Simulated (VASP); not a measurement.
A run of VASP 6.6.1:

The input INCAR:

```
  ALGO = Normal
  EDIFF = 1E-7
  ENCUT = 520
  GGA = PE
  ISIF = 2
  ISMEAR = 0
  LASPH = True
  LCHARG = False
  LREAL = False
  LWAVE = False
  NBANDS = 46
  NELM = 100
  PREC = Accurate
  SIGMA = 0.2
```

File KPOINTS:

```
k-points
0
Gamma
  6 6 4
```

The input POSCAR:

```
LaO4
1.0
    4.2266821247      0.0000000000      0.0000000000
   -2.1133410623      3.6604140937      0.0000000000
    0.0000000000      0.0000000000      7.6879213855
La O
2 8
Direct
    0.0000000000      0.0000000000      0.2500000000
    0.0000000000      0.0000000000      0.7500000000
    0.3333333333      0.6666666667      0.0908078268
    0.3333333333      0.6666666667      0.5908078268
    0.3333333333      0.6666666667      0.4091921732
    0.3333333333      0.6666666667      0.9091921732
    0.6666666667      0.3333333333      0.4091921732
    0.6666666667      0.3333333333      0.9091921732
    0.6666666667      0.3333333333      0.0908078268
    0.6666666667      0.3333333333      0.5908078268
```

Potentials or basis: VASP PAW PBE potentials, release 64 (La, O).

The run is started by

```bash
$ cat potpaw_PBE.64/La/POTCAR potpaw_PBE.64/O/POTCAR > POTCAR
$ mpirun -np 1 vasp_std > vasp.out
```

Hardware: 1 thread of Intel(R) Xeon(R) 6975P-C (Granite Rapids), on a shared host.

Q: Estimate the wall time of this run.

A: Wall time 87 s on 1 thread of Intel(R) Xeon(R) 6975P-C (Granite Rapids), on a shared host, peak memory 0.28 GiB. Counts: scf iterations 16, k points 21.
